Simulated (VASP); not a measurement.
# Zr2Si3 (P-3m1) in VASP: a series of runs

Zr2Si3 is run at these levels: PBE; tasks: single point, relaxation of cell and atoms.

All numbers are computed with VASP 6.6.1; they aren't measurements. Logs are shortened: lines on timing, memory, paths and dates and some standing lists are left out, and cuts for length are marked.

**1. The cell of the first run**

Symmetry: P-3m1, No. 164, trigonal system. The conventional cell has a = 3.746 Å, b = 3.746 Å, c = 7.742 Å, α = 90.00°, β = 90.00°, γ = 120.00°. Within 3.5 Å of Zr (site symmetry 3m) lie 7 Si at 2.64 to 2.89 Å. Si (site symmetry -3m) has 6 Zr at 2.64 Å within 3.5 Å. Within 3.2 Å of Si (site symmetry 3m) lie 3 Si at 2.42 Å and 4 Zr at 2.82 to 2.89 Å.

**2. Single point, PBE**

INCAR reads:

```
PREC = Accurate
ENCUT = 520
EDIFF = 1E-7
ISMEAR = 0
SIGMA = 0.1
LREAL = F
LASPH = T
NELM = 80
ALGO = Normal
ISIF = 2
LWAVE = F
LCHARG = T
GGA = PE
LELF = T
LVHAR = T
NBANDS = 26
```

KPOINTS reads:

```
regular mesh
0
Gamma
  12 12 6
```

POSCAR reads:

```
Zr2Si3
1.0
    3.7456328036      0.0000000000      0.0000000000
   -1.8728164018      3.2438131612      0.0000000000
    0.0000000000      0.0000000000      7.7418673963
Zr Si
2 3
Direct
    0.3333333333      0.6666666667      0.1966296149
    0.6666666667      0.3333333333      0.8033703851
    0.0000000000      0.0000000000      0.0000000000
    0.3333333333      0.6666666667      0.5703772283
    0.6666666667      0.3333333333      0.4296227717
```

Potentials or basis: VASP PAW PBE potentials, release 64 (Zr_sv, Si).

Run with:

```sh
> cat potpaw_PBE.64/Zr_sv/POTCAR potpaw_PBE.64/Si/POTCAR > POTCAR
> mpirun -np 1 vasp_std > vasp.out
```

OUTCAR:

```text
PREC = Accurate
   ENCUT = 520
   EDIFF = 1E-7
   ISMEAR = 0
   LREAL = F
   LASPH = T
   NELM = 80
   ISIF = 2
   GGA = PE

 ion  position               nearest neighbor table
   1  0.333  0.667  0.197-   3 2.64   3 2.64   3 2.64   5 2.82   5 2.82   5 2.82   4 2.89   2 3.73
                             2 3.73   2 3.73
   2  0.667  0.333  0.803-   3 2.64   3 2.64   3 2.64   4 2.82   4 2.82   4 2.82   5 2.89   1 3.73
                             1 3.73   1 3.73
   3  0.000  0.000  0.000-   1 2.64   2 2.64   2 2.64   1 2.64   2 2.64   1 2.64
   4  0.333  0.667  0.570-   5 2.42   5 2.42   5 2.42   2 2.82   2 2.82   2 2.82   1 2.89
   5  0.667  0.333  0.430-   4 2.42   4 2.42   4 2.42   1 2.82   1 2.82   1 2.82   2 2.89

  LATTYP: Found a hexagonal cell.
 ALAT       =     3.7456328036
 C/A-ratio  =     2.0669050604

  Lattice vectors:

 A1 = (   3.7456328036,   0.0000000000,   0.0000000000)
 A2 = (  -1.8728164018,   3.2438131612,   0.0000000000)
 A3 = (   0.0000000000,   0.0000000000,   7.7418673963)

Analysis of symmetry for initial positions (statically):
=====================================================================
 Subroutine PRICEL returns:
 Original cell was already a primitive cell.

 Routine SETGRP: Setting up the symmetry group for a
 hexagonal supercell.

 Subroutine GETGRP returns: Found 12 space group operations
 (whereof 12 operations were pure point group operations)
 out of a pool of 24 trial point group operations.

The static configuration has the point symmetry D_3d.

Analysis of symmetry for dynamics (positions and initial velocities):
=====================================================================
 Subroutine PRICEL returns:
 Original cell was already a primitive cell.

 Routine SETGRP: Setting up the symmetry group for a
 hexagonal supercell.

 Subroutine GETGRP returns: Found 12 space group operations
 (whereof 12 operations were pure point group operations)
 out of a pool of 24 trial point group operations.

The dynamic configuration has the point symmetry D_3d.

 Subroutine INISYM returns: Found 12 space group operations
 (whereof 12 operations are pure point group operations),
 and found     1 'primitive' translations

----------------------------------------------------------------------------------------

                                     Primitive cell

  volume of cell :      94.0647

  direct lattice vectors                    reciprocal lattice vectors
[... 95 lines left out ...]
   EDIFFG = 0.1E-05   stopping-criterion for IOM
   NSW    =      0    number of steps for IOM
   IBRION =     -1    ionic relax: 0-MD 1-quasi-New 2-CG
   NFREE  =      0    steps in history (QN), initial steepest desc. (CG)
   ISIF   =      2    stress and relaxation
   ISYM   =      2    0-nonsym 1-usesym 2-fastsym
   POTIM  = 0.5000    time-step for ionic-motion
   TEBEG  =    0.0;   TEEND  =   0.0 temperature during run
   PSTRESS=    0.0 pullay stress
   NELECT =      36.0000    total number of electrons
   NUPDOWN=      -1.0000    fix difference up-down
   EMIN   =  10.00;   EMAX   =-10.00  energy-range for DOS
   EFERMI =   0.00;   METHOD = LEGACY
   ISMEAR =     0;   SIGMA  =   0.10  broadening in eV -4-tet -1-fermi 0-gaus
   EFERMI_NEDOS =   21; number of points for ismear=-14 and -15
   IALGO  =     38    algorithm
   IMIX   =      4    mixing-type and parameters
     AMIX     =   0.40;   BMIX     =  1.00
     AMIX_MAG =   1.60;   BMIX_MAG =  1.00
  volume/ion in A,a.u.               =      18.81       126.96
  Fermi-wavevector in a.u.,A,eV,Ry     =   1.188594  2.246116 19.221697  1.412755
  Thomas-Fermi vector in A             =   2.324720
   LORBIT       =      0    0 simple, 1 ext, 2 COOP (PROOUT), +10 PAW based schemes
   GGA     = PE    functional components
   LHFCALC =     F    Hartree Fock is set to
   AEXX    =    0.0000 exact exchange contribution
   IVDW    =     0    specifies the selected vdW correction
   LEPSILON=     F    determine dielectric tensor
   LRPA    =     F    only Hartree local field effects (RPA)
 non-spin polarized calculation
 Gauss-broadening in eV      SIGMA  =   0.10
  energy-cutoff  :      520.00
  volume of cell :       94.06
 maximum number of plane-waves:      2555
   NGX = 13   NGY = 13   NGZ = 29

 number of electron      36.0000000 magnetization

 Free energy of the ion-electron system (eV)
  ---------------------------------------------------
  ext. energy  EPLUGINS =         0.00000000
  ---------------------------------------------------
  free energy    TOTEN  =       -36.50340105 eV

  energy without entropy =      -36.50017456  energy(sigma->0) =      -36.50178780

 E-fermi :   8.7415     XC(G=0): -10.8137

 val. band max:        8.6848408531   @ k =   0.0833  -0.0000   0.5000
 cond. band min:       8.7551826690   @ k =   0.0833  -0.0000   0.0000
 fundamental gap:      0.0703418159
 Fermi energy:         8.7415386273

 k-point     1 :       0.0000    0.0000    0.0000
  band No.  band energies     occupation
      1     -40.1539      2.00000
      2     -40.1424      2.00000
      3     -18.3473      2.00000
      4     -18.1972      2.00000
      5     -18.1477      2.00000
      6     -18.1477      2.00000
[... 685 lines left out ...]
     25      11.9621      0.00000
     26      12.3139      0.00000

 [... further k-points ...]

------------------------ aborting loop because EDIFF is reached ----------------------------------------

  FORCE on cell =-STRESS in cart. coord.  units (eV):
  Direction    XX          YY          ZZ          XY          YZ          ZX
  --------------------------------------------------------------------------------------
  -------------------------------------------------------------------------------------
  Total       -0.0008731     -0.0008731      0.0209641      0.0000000     -0.0000000      0.0000000
  in kB       -0.0148714     -0.0148714      0.3570758      0.0000000     -0.0000000      0.0000000
  external PRESSURE =       0.1091110 kB  Pullay stress =       0.0000000 kB

 VOLUME and BASIS-vectors are now :
 -----------------------------------------------------------------------------
  energy-cutoff  :      520.00
  volume of cell :       94.06
      direct lattice vectors                 reciprocal lattice vectors
     3.745632804  0.000000000  0.000000000     0.266977585  0.154139581  0.000000000
    -1.872816402  3.243813161  0.000000000     0.000000000  0.308279161  0.000000000
     0.000000000  0.000000000  7.741867396     0.000000000  0.000000000  0.129167803

 POSITION                                       TOTAL-FORCE (eV/Angst)
 -----------------------------------------------------------------------------------
     -0.00000      2.16254      1.52228        -0.000000      0.000000     -0.001508
      1.87282      1.08127      6.21959         0.000000     -0.000000      0.001508
      0.00000      0.00000      0.00000        -0.000000     -0.000000      0.000000
     -0.00000      2.16254      4.41578        -0.000000      0.000000     -0.009224
      1.87282      1.08127      3.32608        -0.000000      0.000000      0.009224
 -----------------------------------------------------------------------------------
    total drift:                                0.000000     -0.000000     -0.000000

  FREE ENERGIE OF THE ION-ELECTRON SYSTEM (eV)
  ---------------------------------------------------
  free  energy   TOTEN  =       -36.5034010496 eV

  energy  without entropy=      -36.5001745568  energy(sigma->0) =      -36.50178780
```

It took 4.4 min on 1 thread of Intel Xeon 8259CL, shared host; peak memory 0.34 GiB.

What came out:

| Property | Result |
| --- | --- |
| Free energy | -36.5034 eV |
| Pressure | 0.0 GPa |
| Largest force | 0.009 eV/Å |
| Band gap on the k mesh | zero (bands 18 and 19 overlap by 0.53 eV) |

Forces in eV/Å, atoms in the order of the input:
```
Zr   0.000  0.000 -0.002
Zr   0.000  0.000  0.002
Si   0.000  0.000  0.000
Si   0.000  0.000 -0.009
Si   0.000  0.000  0.009
```

**3. Relaxation of cell and atoms, PBE**

INCAR reads:

```
SYSTEM = Zr2Si3
  ALGO = Normal
  EDIFF = 1E-6
  EDIFFG = -0.01
  ENCUT = 600
  GGA = PE
  IBRION = 2
  ISIF = 3
  ISMEAR = 0
  LASPH = .TRUE.
  LCHARG = .FALSE.
  LREAL = .FALSE.
  LWAVE = .FALSE.
  NELM = 60
  NSW = 100
  PREC = Accurate
  SIGMA = 0.1
```

KPOINTS reads:

```
k-points
0
G
  12 12 6
  0 0 0
```

POSCAR reads:

```
Zr2Si3
1.0
    3.7441847915      0.0000000000      0.0000000000
   -1.8720923958      3.2425591459      0.0000000000
    0.0000000000      0.0000000000      7.7358718971
Zr Si
2 3
Direct
    0.3333333333      0.6666666667      0.1968123893
    0.6666666667      0.3333333333      0.8031876107
    0.0000000000      0.0000000000      0.0000000000
    0.3333333333      0.6666666667      0.5708338522
    0.6666666667      0.3333333333      0.4291661478
```

Potentials or basis: VASP PAW PBE potentials, release 64 (Zr_sv, Si).

Run with:

```sh
> cat potpaw_PBE.64/Zr_sv/POTCAR potpaw_PBE.64/Si/POTCAR > POTCAR
> mpirun -np 1 vasp_std > vasp.out
```

OUTCAR:

```text
SYSTEM = Zr2Si3
   EDIFF = 1E-6
   EDIFFG = -0.01
   ENCUT = 600
   GGA = PE
   IBRION = 2
   ISIF = 3
   ISMEAR = 0
   LASPH = .TRUE.
   LREAL = .FALSE.
   NELM = 60
   NSW = 100
   PREC = Accurate

 ion  position               nearest neighbor table
   1  0.333  0.667  0.197-   3 2.64   3 2.64   3 2.64   5 2.81   5 2.81   5 2.81   4 2.89   2 3.73
                             2 3.73   2 3.73
   2  0.667  0.333  0.803-   3 2.64   3 2.64   3 2.64   4 2.81   4 2.81   4 2.81   5 2.89   1 3.73
                             1 3.73   1 3.73
   3  0.000  0.000  0.000-   1 2.64   2 2.64   2 2.64   1 2.64   2 2.64   1 2.64
   4  0.333  0.667  0.571-   5 2.42   5 2.42   5 2.42   2 2.81   2 2.81   2 2.81   1 2.89
   5  0.667  0.333  0.429-   4 2.42   4 2.42   4 2.42   1 2.81   1 2.81   1 2.81   2 2.89

  LATTYP: Found a hexagonal cell.
 ALAT       =     3.7441847915
[... 313 lines left out ...]
  free energy    TOTEN  =       -36.50366731 eV

  energy without entropy =      -36.50043013  energy(sigma->0) =      -36.50204872

 E-fermi :   8.7415     XC(G=0): -10.8132

 val. band max:        8.6856067101   @ k =   0.0833   0.0000   0.5000
 cond. band min:       8.7549172206   @ k =   0.0833   0.0000   0.0000
 fundamental gap:      0.0693105105
 Fermi energy:         8.7414814618

 k-point     1 :       0.0000    0.0000    0.0000
  band No.  band energies     occupation
      1     -40.1562      2.00000
      2     -40.1447      2.00000
      3     -18.3496      2.00000
      4     -18.1998      2.00000
      5     -18.1498      2.00000
      6     -18.1498      2.00000
[... 589 lines left out ...]
     21       9.7747      0.00000
     22      10.4583      0.00000

 [... further k-points ...]

------------------------ aborting loop because EDIFF is reached ----------------------------------------

  FORCE on cell =-STRESS in cart. coord.  units (eV):
  Direction    XX          YY          ZZ          XY          YZ          ZX
  --------------------------------------------------------------------------------------
  -------------------------------------------------------------------------------------
  Total        0.0104703      0.0104703     -0.0005619     -0.0000000     -0.0000000      0.0000000
  in kB        0.1783169      0.1783169     -0.0095702     -0.0000000     -0.0000000      0.0000000
  external PRESSURE =       0.1156879 kB  Pullay stress =       0.0000000 kB
[... 20 lines left out ...]
  FREE ENERGIE OF THE ION-ELECTRON SYSTEM (eV)
  ---------------------------------------------------
  free  energy   TOTEN  =       -36.5036673110 eV

  energy  without entropy=      -36.5004301312  energy(sigma->0) =      -36.50204872

 reached required accuracy - stopping structural energy minimisation
```

It took 12 min on 1 thread of Intel Xeon 8259CL, shared host; peak memory 0.4 GiB.

What came out:

```
Free energy                           : -36.5037 eV
Relaxed volume                        : 18.82 Å³/atom
Relaxed cell                          : a = 3.745 Å, b = 3.745 Å, c = 7.744 Å, α = 90.00°, β = 90.00°, γ = 120.00°
Space group after relaxing (to 0.1 Å) : P-3m1 (No. 164)
Energy gained by relaxing             : 0.1 meV/atom
Ionic steps                           : 4
Pressure after relaxing               : 0.0 GPa
Largest force after relaxing          : 0.004 eV/Å
Band gap on the k mesh                : zero (bands 18 and 19 overlap by 0.53 eV)
```

Forces in eV/Å, atoms in the order of the input:
```
Zr   0.000  0.000  0.004
Zr   0.000  0.000 -0.004
Si   0.000  0.000  0.000
Si   0.000  0.000  0.000
Si   0.000  0.000  0.000
```

Step by step:
| step | energy change (eV) | largest force (eV/Å) | pressure (GPa) | volume (Å³) |
| --- | --- | --- | --- | --- |
| 1 | 0.0000 | 0.0547 | 0.18 | 93.92 |
| 2 | -0.0003 | 0.0254 | -0.17 | 94.21 |
| 3 | -0.0003 | 0.0313 | -0.10 | 94.15 |
| 4 | -0.0004 | 0.0041 | 0.01 | 94.08 |

Final structure:
```yaml
crystal:
  lattice:
    - [3.74530, 0.00000, 0.00000]
    - [-1.87265, 3.24353, 0.00000]
    - [0.00000, 0.00000, 7.74411]
  atoms:
    - { symbol: Zr, position: [0.33333, 0.66667, 0.19660] }
    - { symbol: Zr, position: [0.66667, 0.33333, 0.80340] }
    - { symbol: Si, position: [0.00000, 0.00000, 0.00000] }
    - { symbol: Si, position: [0.33333, 0.66667, 0.57028] }
    - { symbol: Si, position: [0.66667, 0.33333, 0.42972] }
```

The gap in the log of VASP goes by the Fermi energy; the results here count the filled bands.